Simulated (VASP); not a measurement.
# CdF2 (Immm) in VASP: single point with r2SCAN

Aim: the single point of CdF2 with r2SCAN.

Everything below comes from runs of VASP 6.6.1. Logs are shortened: lines on timing, memory, paths and dates and some standing lists are left out, and cuts for length are marked.

### 1 The cell of the first run

The structure is orthorhombic, space group Immm (No. 71). The conventional cell has a = 3.715 Å, b = 3.905 Å, c = 5.388 Å, α = 90.00°, β = 90.00°, γ = 90.00°. Cd (site symmetry mmm) has 8 F at 2.30 to 2.36 Å within 3.0 Å. Within 3.0 Å of F (site symmetry mm2) lie 4 Cd at 2.30 to 2.36 Å and 6 F at 2.66 to 2.72 Å.

### 2 Single point, r2SCAN (shear xy strain +5.0%)

POSCAR

```
CdF2
1.0
    0.0673544420      2.6941776810      2.6941776810
    2.6941776810      0.0673544420      2.6941776810
    2.7615321231      2.7615321231      0.0000000001
Cd F
1 2
Direct
    0.0000000000      0.0000000000      0.0000000000
    0.2471721068      0.2471721068      0.2528278932
    0.7528278932      0.7528278932      0.7471721068
```

INCAR.step1

```
ALGO     = Normal         # electronic algorithm
EDIFF    = 1E-4           # SCF threshold, eV
ENCUT    = 520            # plane-wave cutoff, eV
GGA      = PE             # functional
ISMEAR   = 0              # smearing method
LASPH    = T              # aspherical terms in the spheres
LCHARG   = F              # write CHGCAR
LREAL    = F              # projectors in reciprocal space
LWAVE    = T              # write WAVECAR
NBANDS   = 20             # bands
NELM     = 60             # most SCF steps
PREC     = Accurate       # precision mode
SIGMA    = 0.01           # smearing width, eV
```

INCAR.step2

```
ALGO     = Normal         # electronic algorithm
EDIFF    = 1E-6           # SCF threshold, eV
ENCUT    = 520            # plane-wave cutoff, eV
ISIF     = 2              # what is computed and relaxed
ISMEAR   = 0              # smearing method
ISTART   = 1            
LASPH    = T              # aspherical terms in the spheres
LCHARG   = F              # write CHGCAR
LMIXTAU  = T            
LREAL    = F              # projectors in reciprocal space
LWAVE    = F              # write WAVECAR
METAGGA  = R2SCAN         # meta-GGA
NBANDS   = 20             # bands
NELM     = 60             # most SCF steps
PREC     = Accurate       # precision mode
SIGMA    = 0.01           # smearing width, eV
```

KPOINTS

```
k-points
0
Gamma
  8 8 8
```

Potentials or basis: VASP PAW PBE potentials, release 64 (Cd, F).

Run with:

```
$ cat potpaw_PBE.64/Cd/POTCAR potpaw_PBE.64/F/POTCAR > POTCAR
$ cp INCAR.step1 INCAR
$ mpirun -np 1 vasp_std > vasp.out
$ cp INCAR.step2 INCAR
$ mpirun -np 1 vasp_std > vasp.out
```

OUTCAR:

```text
EDIFF = 1E-6
   ENCUT = 520
   ISIF = 2
   ISMEAR = 0
   ISTART = 1
   LASPH = T
   LREAL = F
   METAGGA = R2SCAN
   NELM = 60
   PREC = Accurate

 ion  position               nearest neighbor table
   1  0.000  0.000  0.000-   3 2.30   3 2.30   2 2.30   2 2.30   2 2.36   3 2.36   3 2.36   2 2.36

   2  0.247  0.247  0.253-   1 2.30   1 2.30   1 2.36   1 2.36
   3  0.753  0.753  0.747-   1 2.30   1 2.30   1 2.36   1 2.36

  LATTYP: Found a body centered orthorhombic cell.
 ALAT       =     3.7148890506
 B/A-ratio  =     1.0512820513
 C/A-ratio  =     1.4504754485

  Lattice vectors:

 A1 = (   2.6941776811,   0.0673544421,  -2.6941776809)
 A2 = (  -2.6941776810,  -0.0673544420,  -2.6941776810)
 A3 = (   0.0673544420,   2.6941776810,   2.6941776810)

Analysis of symmetry for initial positions (statically):
=====================================================================
 Subroutine PRICEL returns:
 Original cell was already a primitive cell.

 Routine SETGRP: Setting up the symmetry group for a
 body centered orthorhombic supercell.

 Subroutine GETGRP returns: Found  8 space group operations
 (whereof  8 operations were pure point group operations)
 out of a pool of  8 trial point group operations.

The static configuration has the point symmetry D_2h.

Analysis of symmetry for dynamics (positions and initial velocities):
=====================================================================
 Subroutine PRICEL returns:
 Original cell was already a primitive cell.

 Routine SETGRP: Setting up the symmetry group for a
 body centered orthorhombic supercell.

 Subroutine GETGRP returns: Found  8 space group operations
 (whereof  8 operations were pure point group operations)
 out of a pool of  8 trial point group operations.

The dynamic configuration has the point symmetry D_2h.

 Subroutine INISYM returns: Found  8 space group operations
 (whereof  8 operations are pure point group operations),
 and found     1 'primitive' translations

----------------------------------------------------------------------------------------

                                     Primitive cell

  volume of cell :      39.0874

  direct lattice vectors                    reciprocal lattice vectors
     0.067354442  2.694177681  2.694177681    -0.190343984  0.190343984  0.185585384
     2.694177681  0.067354442  2.694177681     0.190343984 -0.190343984  0.185585384
     2.761532123  2.761532123  0.000000000     0.181058911  0.181058911 -0.185585384

  length of vectors
     3.810737904  3.810737904  3.905396181     0.326961158  0.326961158  0.316238191

  position of ions in fractional coordinates (direct lattice)
     0.000000000  0.000000000  0.000000000
     0.247172107  0.247172107  0.252827893
     0.752827893  0.752827893  0.747172107

  ion indices of the primitive-cell ions
   primitive index   ion index
                 1           1
                 2           2
                 3           3

----------------------------------------------------------------------------------------

 KPOINTS: k-points

Automatic generation of k-mesh.
 Grid dimensions read from file:
 generate k-points for:    8    8    8

 Generating k-lattice:

  Cartesian coordinates                     Fractional coordinates (reciprocal lattice)
    -0.023792998  0.023792998  0.023198173     0.125000000 -0.000000000 -0.000000000
     0.023792998 -0.023792998  0.023198173    -0.000000000  0.125000000 -0.000000000
     0.022632364  0.022632364 -0.023198173     0.000000000  0.000000000  0.125000000

  Length of vectors
     0.040870145  0.040870145  0.039529774

  Shift w.r.t. Gamma in fractional coordinates (k-lattice)
     0.000000000  0.000000000  0.000000000

 Subroutine IBZKPT returns following result:
 ===========================================

 Found     95 irreducible k-points:

 Following reciprocal coordinates:
            Coordinates               Weight
  0.000000  0.000000  0.000000      1.000000
  0.125000  0.000000  0.000000      4.000000
  0.250000  0.000000  0.000000      4.000000
  0.375000  0.000000  0.000000      4.000000
  0.500000  0.000000  0.000000      2.000000
  0.125000  0.125000  0.000000      2.000000
[... 16 lines left out ...]
  0.125000  0.000000  0.125000      4.000000
  0.250000  0.000000  0.125000      8.000000
 [... further k-points ...]
   k-points           NKPTS =     95   k-points in BZ     NKDIM =     95   number of bands    NBANDS=     20
   number of dos      NEDOS =    301   number of ions     NIONS =      3
   total plane-waves  NPLWV =  23520
   dimension x,y,z NGX =    28 NGY =   28 NGZ =   30
   dimension x,y,z NGXF=    56 NGYF=   56 NGZF=   60
   ions per type =               1   2
   NGX,Y,Z   is equivalent  to a cutoff of  12.22, 12.22, 12.77 a.u.
   NGXF,Y,Z  is equivalent  to a cutoff of  24.43, 24.43, 25.54 a.u.
 SYSTEM =  unknown system
   PREC   = accura    normal or accurate (medium, high low for compatibility)
   ISTART =      1    job   : 0-new  1-cont  2-samecut
   ICHARG =      0    charge: 1-file 2-atom 10-const
   ISPIN  =      1    spin polarized calculation?
   LNONCOLLINEAR =      F non collinear calculations
   LSORBIT =      F    spin-orbit coupling
   LASPH  =      T    aspherical Exc in radial PAW
   ENCUT  =  520.0 eV  38.22 Ry    6.18 a.u.   7.09  7.09  7.26*2*pi/ulx,y,z
   NELM   =     60;   NELMIN=  2; NELMDL=  0     # of ELM steps
   EDIFF  = 0.1E-05   stopping-criterion for ELM
   LREAL  =      F    real-space projection
   EDIFFG = 0.1E-04   stopping-criterion for IOM
   NSW    =      0    number of steps for IOM
   IBRION =     -1    ionic relax: 0-MD 1-quasi-New 2-CG
   NFREE  =      0    steps in history (QN), initial steepest desc. (CG)
   ISIF   =      2    stress and relaxation
   ISYM   =      2    0-nonsym 1-usesym 2-fastsym
   POTIM  = 0.5000    time-step for ionic-motion
   TEBEG  =    0.0;   TEEND  =   0.0 temperature during run
   PSTRESS=    0.0 pullay stress
   NELECT =      26.0000    total number of electrons
   NUPDOWN=      -1.0000    fix difference up-down
   EMIN   =  10.00;   EMAX   =-10.00  energy-range for DOS
   EFERMI =   0.00;   METHOD = LEGACY
   ISMEAR =     0;   SIGMA  =   0.01  broadening in eV -4-tet -1-fermi 0-gaus
   EFERMI_NEDOS =   21; number of points for ismear=-14 and -15
   IALGO  =     38    algorithm
   IMIX   =      4    mixing-type and parameters
     AMIX     =   0.40;   BMIX     =  1.00
     AMIX_MAG =   1.60;   BMIX_MAG =  1.00
  volume/ion in A,a.u.               =      13.03        87.93
  Fermi-wavevector in a.u.,A,eV,Ry     =   1.429070  2.700551 27.786383  2.042242
  Thomas-Fermi vector in A             =   2.549064
   LORBIT       =      0    0 simple, 1 ext, 2 COOP (PROOUT), +10 PAW based schemes
   METAGGA = R2SCAN    functional components
   LHFCALC =     F    Hartree Fock is set to
   AEXX    =    0.0000 exact exchange contribution
   IVDW    =     0    specifies the selected vdW correction
   LEPSILON=     F    determine dielectric tensor
   LRPA    =     F    only Hartree local field effects (RPA)
 non-spin polarized calculation
 Gauss-broadening in eV      SIGMA  =   0.01
  energy-cutoff  :      520.00
  volume of cell :       39.09
 maximum number of plane-waves:      1067
   NGX = 15   NGY = 15   NGZ = 15

 number of electron      26.0000008 magnetization

 Free energy of the ion-electron system (eV)
  ---------------------------------------------------
  ext. energy  EPLUGINS =         0.00000000
  ---------------------------------------------------
  free energy    TOTEN  =       -33.71098443 eV

  energy without entropy =      -33.71098443  energy(sigma->0) =      -33.71098443

 E-fermi :  -1.7980     XC(G=0): -11.0511

 val. band max:       -1.8593124946   @ k =  -0.2500   0.5000   0.2500
 cond. band min:       1.8898666445   @ k =   0.0000   0.0000   0.0000
 fundamental gap:      3.7491791391
 Fermi energy:        -1.7980473683

 k-point     1 :       0.0000    0.0000    0.0000
  band No.  band energies     occupation
      1     -23.8094      2.00000
      2     -22.7435      2.00000
      3      -7.5111      2.00000
      4      -7.5021      2.00000
      5      -7.4797      2.00000
      6      -6.2565      2.00000
[... 12 lines left out ...]
     19      18.9966      0.00000
     20      19.0291      0.00000

 k-point     2 :       0.1250    0.0000    0.0000
  band No.  band energies     occupation
      1     -23.7601      2.00000
      2     -22.7868      2.00000
      3      -7.4413      2.00000
      4      -7.4144      2.00000
      5      -7.3362      2.00000
      6      -6.2795      2.00000
[... 12 lines left out ...]
     19      18.4628      0.00000
     20      18.5972      0.00000

 k-point     3 :       0.2500    0.0000    0.0000
  band No.  band energies     occupation
      1     -23.6288      2.00000
      2     -22.9034      2.00000
      3      -7.2944      2.00000
      4      -7.2641      2.00000
      5      -6.8782      2.00000
      6      -6.3046      2.00000
[... 12 lines left out ...]
     19      17.9084      0.00000
     20      18.4107      0.00000

 k-point     4 :       0.3750    0.0000    0.0000
  band No.  band energies     occupation
      1     -23.4506      2.00000
      2     -23.0630      2.00000
      3      -7.1791      2.00000
      4      -7.1443      2.00000
      5      -6.3108      2.00000
      6      -6.2510      2.00000
[... 12 lines left out ...]
     19      17.4695      0.00000
     20      17.9684      0.00000

 k-point     5 :       0.5000    0.0000    0.0000
  band No.  band energies     occupation
      1     -23.2966      2.00000
      2     -23.2084      2.00000
      3      -7.1472      2.00000
      4      -7.1111      2.00000
      5      -6.1915      2.00000
      6      -6.1760      2.00000
[... 12 lines left out ...]
     19      17.3268      0.00000
     20      17.5922      0.00000

 k-point     6 :       0.1250    0.1250    0.0000
  band No.  band energies     occupation
      1     -23.7470      2.00000
      2     -22.7989      2.00000
      3      -7.4282      2.00000
      4      -7.3869      2.00000
      5      -7.2896      2.00000
      6      -6.3374      2.00000
[... 12 lines left out ...]
     19      18.4067      0.00000
     20      19.1950      0.00000

 k-point     7 :       0.2500    0.1250    0.0000
  band No.  band energies     occupation
      1     -23.6481      2.00000
      2     -22.8853      2.00000
      3      -7.3001      2.00000
      4      -7.2521      2.00000
      5      -6.9496      2.00000
      6      -6.4214      2.00000
[... 12 lines left out ...]
     19      18.8025      0.00000
     20      19.5615      0.00000
[... 277 lines left out ...]
 k-point    20 :      -0.3750    0.3750    0.0000
  band No.  band energies     occupation
      1     -23.2899      2.00000
      2     -23.1834      2.00000
      3      -7.0288      2.00000
      4      -6.5600      2.00000
      5      -6.4133      2.00000
      6      -6.3561      2.00000
[... 12 lines left out ...]
     19      19.2474      0.00000
     20      20.5167      0.00000

 k-point    21 :       0.5000    0.5000    0.0000
  band No.  band energies     occupation
      1     -23.3629      2.00000
      2     -23.1070      2.00000
      3      -7.2657      2.00000
      4      -6.6112      2.00000
      5      -6.4319      2.00000
      6      -6.1461      2.00000
[... 12 lines left out ...]
     19      18.6464      0.00000
     20      20.7808      0.00000

 k-point    22 :      -0.0000   -0.0000    0.1250
  band No.  band energies     occupation
      1     -23.7629      2.00000
      2     -22.7860      2.00000
      3      -7.4562      2.00000
      4      -7.4399      2.00000
      5      -7.3211      2.00000
      6      -6.2727      2.00000
[... 12 lines left out ...]
     19      18.5748      0.00000
     20      18.7359      0.00000

 k-point    23 :       0.1250    0.0000    0.1250
  band No.  band energies     occupation
      1     -23.7469      2.00000
      2     -22.7989      2.00000
      3      -7.4126      2.00000
      4      -7.4098      2.00000
      5      -7.2806      2.00000
      6      -6.3382      2.00000
[... 12 lines left out ...]
     19      18.4469      0.00000
     20      19.1660      0.00000

 k-point    24 :       0.2500    0.0000    0.1250
  band No.  band energies     occupation
      1     -23.6455      2.00000
      2     -22.8862      2.00000
      3      -7.2756      2.00000
      4      -7.2542      2.00000
      5      -6.9445      2.00000
      6      -6.4366      2.00000
[... 12 lines left out ...]
     19      18.8009      0.00000
     20      19.6391      0.00000

 [... further k-points ...]
[... 5 lines left out ...]
  --------------------------------------------------------------------------------------
  -------------------------------------------------------------------------------------
  Total        0.2900939      0.2900939      0.2945614     -0.3377629     -0.0000000     -0.0000000
  in kB       11.8908242     11.8908242     12.0739482    -13.8447588     -0.0000000     -0.0000000
  external PRESSURE =      11.9518655 kB  Pullay stress =       0.0000000 kB

 VOLUME and BASIS-vectors are now :
 -----------------------------------------------------------------------------
  energy-cutoff  :      520.00
  volume of cell :       39.09
      direct lattice vectors                 reciprocal lattice vectors
     0.067354442  2.694177681  2.694177681    -0.190343984  0.190343984  0.185585384
     2.694177681  0.067354442  2.694177681     0.190343984 -0.190343984  0.185585384
     2.761532123  2.761532123  0.000000000     0.181058911  0.181058911 -0.185585384

 POSITION                                       TOTAL-FORCE (eV/Angst)
 -----------------------------------------------------------------------------------
      0.00000      0.00000      0.00000         0.000000     -0.000000      0.000000
      1.38077      1.38077      1.33185         0.000000      0.000000     -0.020945
      4.14230      4.14230      4.05650        -0.000000     -0.000000      0.020945
 -----------------------------------------------------------------------------------
    total drift:                                0.000000      0.000000      0.000000

  FREE ENERGIE OF THE ION-ELECTRON SYSTEM (eV)
  ---------------------------------------------------
  free  energy   TOTEN  =       -33.7109844290 eV

  energy  without entropy=      -33.7109844290  energy(sigma->0) =      -33.71098443
```

Run time: 4 min. Hardware: 1 thread of Intel Xeon Platinum 8488C (Sapphire Rapids), shared host; peak memory 0.21 GiB.

What came out:

* Free energy: -33.7110 eV
* Pressure: 1.2 GPa
* Largest force: 0.021 eV/Å
* Band gap on the k mesh: 3.75 eV (least direct gap 4.16 eV)

Forces in eV/Å, atoms in the order of the input:
```
Cd   0.000  0.000  0.000
F    0.000  0.000 -0.021
F    0.000  0.000  0.021
```

Levels at points of the mesh, in eV from the valence-band top:
```tsv
k point	band 10	band 11	band 12	band 13	band 14	band 15	band 16	band 17
(0.00, 0.00, 0.00)	-0.93	-0.60	-0.52	-0.41	3.75	13.13	13.63	14.10
(0.50, 0.00, 0.00)	-1.87	-1.85	-0.48	-0.44	8.09	9.79	15.29	15.63
(0.50, 0.50, 0.00)	-2.89	-0.53	-0.17	-0.03	8.87	10.55	12.19	14.83
(0.00, 0.00, 0.50)	-1.87	-1.84	-0.37	-0.33	7.88	9.60	15.54	15.92
(0.50, 0.00, 0.50)	-2.98	-0.53	-0.10	-0.09	8.88	10.52	12.19	15.28
```

Caveat: the cell differs from its parent crystal (shear xy strain +5.0%); the PAW data sets were made with another functional, which shifts forces and pressure a little. A k mesh can miss the band edges.
